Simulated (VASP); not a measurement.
# Zn (Cmce) in VASP: relaxation of cell and atoms with r2SCAN

Aim: the relaxation of cell and atoms of Zn with r2SCAN.

Everything below comes from runs of VASP 6.6.1. Logs are shortened: lines on timing, memory, paths and dates and some standing lists are left out, and cuts for length are marked.

**1. The cell of the first run**

Symmetry: Cmce, No. 64, orthorhombic system. The conventional cell has a = 4.224 Å, b = 7.158 Å, c = 4.229 Å, α = 90.00°, β = 90.00°, γ = 90.00°. Within 3.0 Å of Zn (site symmetry m) lie 7 Zn at 2.28 to 2.62 Å.

**2. Relaxation of cell and atoms, r2SCAN**

Contents of POSCAR:

```
Zn
1.0
    2.1117641652     -3.5790486377      0.0000000000
    2.1117641652      3.5790486377      0.0000000000
    0.0000000000      0.0000000000      4.2291463431
Zn
4
Direct
    0.1525000000      0.8475000000      0.0785000000
    0.6525000000      0.3475000000      0.4215000000
    0.8475000000      0.1525000000      0.9215000000
    0.3475000000      0.6525000000      0.5785000000
```

Contents of INCAR.step1:

```
  PREC = Accurate
  ENCUT = 600
  ISMEAR = 0
  SIGMA = 0.1
  LREAL = F
  LASPH = T
  NELM = 100
  GGA = PE
  ALGO = Normal
  EDIFF = 1E-4
  LWAVE = T
  LCHARG = F
```

Contents of INCAR.step2:

```
  PREC = Accurate
  ENCUT = 600
  EDIFF = 1E-7
  ISMEAR = 0
  SIGMA = 0.1
  LREAL = F
  LASPH = T
  NELM = 100
  ALGO = Normal
  ISIF = 3
  LWAVE = F
  LCHARG = F
  METAGGA = R2SCAN
  LMIXTAU = T
  IBRION = 2
  NSW = 90
  EDIFFG = -0.04
  ISTART = 1
```

Contents of KPOINTS:

```
Automatic mesh
0
Gamma
  6 6 4
```

Potentials or basis: VASP PAW PBE potentials, release 64 (Zn).

On the command line:

```sh
$ cat potpaw_PBE.64/Zn/POTCAR > POTCAR
$ cp INCAR.step1 INCAR
$ mpirun -np 1 vasp_std > vasp.out
$ cp INCAR.step2 INCAR
$ mpirun -np 1 vasp_std > vasp.out
```

OUTCAR:

```text
PREC = Accurate
   ENCUT = 600
   EDIFF = 1E-7
   ISMEAR = 0
   LREAL = F
   LASPH = T
   NELM = 100
   ISIF = 3
   METAGGA = R2SCAN
   IBRION = 2
   NSW = 90
   EDIFFG = -0.04
   ISTART = 1

 ion  position               nearest neighbor table
   1  0.153  0.847  0.078-   3 2.28   4 2.53   4 2.53   2 2.56   2 2.56   3 2.62   3 2.62
   2  0.653  0.347  0.422-   4 2.28   3 2.53   3 2.53   1 2.56   1 2.56   4 2.62   4 2.62
   3  0.847  0.153  0.922-   1 2.28   2 2.53   2 2.53   4 2.56   4 2.56   1 2.62   1 2.62
   4  0.347  0.653  0.578-   2 2.28   1 2.53   1 2.53   3 2.56   3 2.56   2 2.62   2 2.62

  LATTYP: Found a base centered orthorhombic cell.
 ALAT       =     4.2235283304
 B/A-ratio  =     1.6948145521
 C/A-ratio  =     1.0013301705

  Lattice vectors:

 A1 = (   2.1117641652,  -3.5790486377,   0.0000000000)
 A2 = (   2.1117641652,   3.5790486377,   0.0000000000)
 A3 = (   0.0000000000,   0.0000000000,   4.2291463431)

Analysis of symmetry for initial positions (statically):
=====================================================================
 Subroutine PRICEL returns:
 Original cell was already a primitive cell.

 Routine SETGRP: Setting up the symmetry group for a
 base centered orthorhombic supercell.

 Subroutine GETGRP returns: Found  8 space group operations
 (whereof  4 operations were pure point group operations)
 out of a pool of  8 trial point group operations.

The static configuration has the point symmetry C_2h.
 The point group associated with its full space group is D_2h.

Analysis of symmetry for dynamics (positions and initial velocities):
=====================================================================
 Subroutine PRICEL returns:
 Original cell was already a primitive cell.

 Routine SETGRP: Setting up the symmetry group for a
 base centered orthorhombic supercell.

 Subroutine GETGRP returns: Found  8 space group operations
 (whereof  4 operations were pure point group operations)
 out of a pool of  8 trial point group operations.

The dynamic configuration has the point symmetry C_2h.
 The point group associated with its full space group is D_2h.

 Subroutine INISYM returns: Found  8 space group operations
 (whereof  4 operations are pure point group operations),
 and found     1 'primitive' translations

----------------------------------------------------------------------------------------

[... 112 lines left out ...]
   EFERMI_NEDOS =   21; number of points for ismear=-14 and -15
   IALGO  =     38    algorithm
   IMIX   =      4    mixing-type and parameters
     AMIX     =   0.40;   BMIX     =  1.00
     AMIX_MAG =   1.60;   BMIX_MAG =  1.00
  volume/ion in A,a.u.               =      15.98       107.85
  Fermi-wavevector in a.u.,A,eV,Ry     =   1.487956  2.811829 30.123464  2.214012
  Thomas-Fermi vector in A             =   2.601051
   LORBIT       =      0    0 simple, 1 ext, 2 COOP (PROOUT), +10 PAW based schemes
   METAGGA = R2SCAN    functional components
   LHFCALC =     F    Hartree Fock is set to
   AEXX    =    0.0000 exact exchange contribution
   IVDW    =     0    specifies the selected vdW correction
   LEPSILON=     F    determine dielectric tensor
   LRPA    =     F    only Hartree local field effects (RPA)
 conjugate gradient relaxation of ions
 non-spin polarized calculation
 Gauss-broadening in eV      SIGMA  =   0.10
  energy-cutoff  :      600.00
  volume of cell :       63.93
 maximum number of plane-waves:      2151
 NGX is ok and might be reduce to    36
   NGX = 17   NGY = 17   NGZ = 17

--------------------------------------- Ionic step        1  -------------------------------------------

 number of electron      47.9999983 magnetization

 Free energy of the ion-electron system (eV)
  ---------------------------------------------------
  ext. energy  EPLUGINS =         0.00000000
  ---------------------------------------------------
  free energy    TOTEN  =       -34.40663644 eV

  energy without entropy =      -34.40106556  energy(sigma->0) =      -34.40385100

------------------------ aborting loop because EDIFF is reached ----------------------------------------

  FORCE on cell =-STRESS in cart. coord.  units (eV):
  Direction    XX          YY          ZZ          XY          YZ          ZX
  --------------------------------------------------------------------------------------
  -------------------------------------------------------------------------------------
  Total        1.8275500      5.5920061      2.9256708      0.0000000      0.0000000      0.0000000
  in kB       45.8019654    140.1465777     73.3230139      0.0000000      0.0000000      0.0000000
  external PRESSURE =      86.4238524 kB  Pullay stress =       0.0000000 kB
[... 95 lines left out ...]
  FREE ENERGIE OF THE ION-ELECTRON SYSTEM (eV)
  ---------------------------------------------------
  free  energy   TOTEN  =       -34.6663718368 eV

  energy  without entropy=      -34.6615891284  energy(sigma->0) =      -34.66398048

[... ionic steps 4 to 54 ...]

--------------------------------------- Ionic step       55  -------------------------------------------

 number of electron      47.9999989 magnetization

------------------------ aborting loop because EDIFF is reached ----------------------------------------
[... 71 lines left out ...]
--------------------------------------- Ionic step       57  -------------------------------------------

 number of electron      47.9999987 magnetization

 Free energy of the ion-electron system (eV)
  ---------------------------------------------------
  ext. energy  EPLUGINS =         0.00000000
  ---------------------------------------------------
  free energy    TOTEN  =       -35.45008399 eV

  energy without entropy =      -35.44588731  energy(sigma->0) =      -35.44798565

 E-fermi :   3.0745     XC(G=0): -12.8101

 val. band max:        3.0463407054   @ k =   0.1667   0.0000   0.2500
 cond. band min:       3.1646516864   @ k =  -0.1667   0.1667   0.0000
 fundamental gap:      0.1183109810
 Fermi energy:         3.0745370704

 k-point     1 :       0.0000    0.0000    0.0000
  band No.  band energies     occupation
      1      -7.9190      2.00000
      2      -5.6982      2.00000
      3      -5.5936      2.00000
      4      -5.2541      2.00000
      5      -4.9873      2.00000
      6      -4.9840      2.00000
[... 733 lines left out ...]
     27       5.3965      0.00000
     28       6.7105      0.00000

 [... further k-points ...]
[... 5 lines left out ...]
  --------------------------------------------------------------------------------------
  -------------------------------------------------------------------------------------
  Total        0.0418427     -0.0463702      0.0296828      0.0000000      0.0000000      0.0000000
  in kB        1.1388542     -1.2620815      0.8078925      0.0000000      0.0000000      0.0000000
  external PRESSURE =       0.2282218 kB  Pullay stress =       0.0000000 kB
[... 19 lines left out ...]
  FREE ENERGIE OF THE ION-ELECTRON SYSTEM (eV)
  ---------------------------------------------------
  free  energy   TOTEN  =       -35.4500839897 eV

  energy  without entropy=      -35.4458873111  energy(sigma->0) =      -35.44798565

 reached required accuracy - stopping structural energy minimisation
```

OUTCAR.step1:

```text
PREC = Accurate
   ENCUT = 600
   ISMEAR = 0
   LREAL = F
[... 977 lines left out ...]
      2.11176      2.48744      0.33199         0.000000     -0.798133      0.213864
      2.11176     -1.09161      1.78259         0.000000     -0.798133     -0.213864
      2.11176     -2.48744      3.89716         0.000000      0.798133     -0.213864
      2.11176      1.09161      2.44656         0.000000      0.798133      0.213864
 -----------------------------------------------------------------------------------
    total drift:                                0.000000      0.000000     -0.000000

  FREE ENERGIE OF THE ION-ELECTRON SYSTEM (eV)
  ---------------------------------------------------
  free  energy   TOTEN  =        -3.2242929931 eV

  energy  without entropy=       -3.2184178393  energy(sigma->0) =       -3.22135542
```

OSZICAR.step1:

```text
N       E                     dE             d eps       ncg     rms          rms(c)
DAV:   1     0.297558240913E+03    0.29756E+03   -0.26088E+04  2192   0.294E+03
DAV:   2     0.137504781615E+02   -0.28381E+03   -0.27718E+03  2192   0.462E+02
DAV:   3    -0.344846194673E+01   -0.17199E+02   -0.16972E+02  2344   0.128E+02
DAV:   4    -0.366103133606E+01   -0.21257E+00   -0.21231E+00  2340   0.147E+01
DAV:   5    -0.366148305885E+01   -0.45172E-03   -0.45171E-03  2308   0.593E-01    0.609E+00
DAV:   6    -0.325186652637E+01    0.40962E+00   -0.23199E+00  2380   0.255E+01    0.429E+00
DAV:   7    -0.323307661911E+01    0.18790E-01   -0.89614E-02  2284   0.415E+00    0.214E+00
DAV:   8    -0.322432103311E+01    0.87556E-02   -0.52875E-03  2304   0.731E-01    0.109E-01
DAV:   9    -0.322429299305E+01    0.28040E-04   -0.64672E-04  2284   0.291E-01
   1 F= -.32242930E+01 E0= -.32213554E+01  d E =-.587515E-02
```

Wall time 1.7 h (1 thread of Intel Xeon 6975P-C (Granite Rapids), shared host); peak memory 0.27 GiB.

What came out:

```yaml
Free_energy: -35.4501 eV
Relaxed_volume: 14.72 Å³/atom
Relaxed_cell: a = 3.345 Å, b = 3.345 Å, c = 5.288 Å, α = 90.00°, β = 90.00°, γ = 95.91°
Space_group_after_relaxing_to_0.1_Å: Fmmm (No. 69)
Energy_gained_by_relaxing: 260.9 meV/atom
Ionic_steps: 57
Pressure_after_relaxing: 0.0 GPa
Largest_force_after_relaxing: 0.025 eV/Å
```

Forces in eV/Å, atoms in the order of the input:
```
Zn   0.000  0.011 -0.022
Zn   0.000  0.011  0.022
Zn   0.000 -0.011  0.022
Zn   0.000 -0.011 -0.022
```

The path:
| step | energy change (eV) | largest force (eV/Å) | pressure (GPa) | volume (Å³) |
| --- | --- | --- | --- | --- |
| 1 | 0.0000 | 0.8903 | 8.64 | 63.93 |
| 3 | -0.2597 | 0.0490 | 0.11 | 71.02 |
| 5 | -0.2612 | 0.0534 | -0.06 | 71.23 |
| 7 | -0.2736 | 0.1719 | -0.58 | 71.77 |
| 9 | -0.3385 | 0.7011 | -2.53 | 73.12 |
| 11 | -0.3391 | 0.7058 | -2.57 | 73.14 |
| 13 | -0.3425 | 0.7318 | -2.74 | 73.20 |
| 15 | -0.3666 | 0.8017 | -3.50 | 73.42 |
| 17 | -0.3989 | 0.7724 | -4.31 | 73.57 |
| 19 | -0.4514 | 0.6677 | -4.77 | 72.62 |
| 21 | -0.5466 | 0.5506 | -5.26 | 70.05 |
| 23 | -0.8084 | 0.3101 | 3.77 | 60.50 |
| 25 | -0.8168 | 0.3460 | 1.95 | 61.76 |
| 27 | -0.8839 | 0.2063 | 0.70 | 62.62 |
| 29 | -0.9217 | 0.1584 | -0.21 | 64.02 |
| 31 | -0.9403 | 0.0754 | -0.58 | 63.65 |
| 33 | -0.9468 | 0.0539 | -0.81 | 63.34 |
| 35 | -0.9696 | 0.1300 | -0.31 | 61.79 |
| 37 | -0.9748 | 0.1499 | 1.38 | 60.12 |
| 39 | -0.9918 | 0.1407 | 1.99 | 58.70 |
| 41 | -0.9948 | 0.1425 | 2.25 | 58.27 |
| 43 | -1.0163 | 0.1072 | -0.94 | 59.47 |
| 45 | -1.0292 | 0.0946 | -0.61 | 59.28 |
| 47 | -1.0324 | 0.0837 | -0.95 | 59.37 |
| 49 | -1.0384 | 0.0739 | 0.09 | 58.77 |
| 51 | -1.0387 | 0.0721 | 0.29 | 58.65 |
| 53 | -1.0407 | 0.0473 | -0.25 | 59.02 |
| 55 | -1.0415 | 0.0401 | -0.22 | 59.02 |
| 57 | -1.0434 | 0.0249 | 0.02 | 58.87 |

Final structure:
```yaml
crystal:
  lattice:
    - [2.24040, -2.48437, 0.00000]
    - [2.24040, 2.48437, 0.00000]
    - [0.00000, 0.00000, 5.28797]
  atoms:
    - { symbol: Zn, position: [0.25215, 0.74785, 0.12569] }
    - { symbol: Zn, position: [0.75215, 0.24785, 0.37431] }
    - { symbol: Zn, position: [0.74785, 0.25215, 0.87431] }
    - { symbol: Zn, position: [0.24785, 0.75215, 0.62569] }
```

Levels at points of the mesh, in eV from the Fermi level:
```csv
k point,band 21,band 22,band 23,band 24,band 25,band 26,band 27,band 28
"(0.00, 0.00, 0.00)",-7.08,-4.34,-4.34,1.93,3.08,5.77,7.51,8.98
"(0.50, 0.00, 0.00)",-6.50,-6.50,-2.14,-2.14,0.66,0.66,6.32,6.32
"(0.50, 0.50, 0.00)",-3.92,-3.24,-3.12,-1.10,1.21,1.22,2.98,3.03
"(0.00, 0.00, 0.50)",-7.30,-7.30,2.84,2.84,3.94,3.94,4.91,4.91
"(0.50, 0.00, 0.50)",-5.21,-5.21,-5.20,-5.20,6.66,6.66,6.70,6.70
"(0.50, 0.50, 0.50)",-2.37,-2.37,-1.81,-1.81,-0.95,-0.95,-0.18,-0.18
```

Caveat: the k points lie up to 0.31 Å⁻¹ apart in the final cell; the bands computed are all filled at some k points, so no gap is given; a cell axis changed by over 15 % at a fixed basis, so the end point is rough; the PAW data sets were made with another functional, which shifts forces and pressure a little.
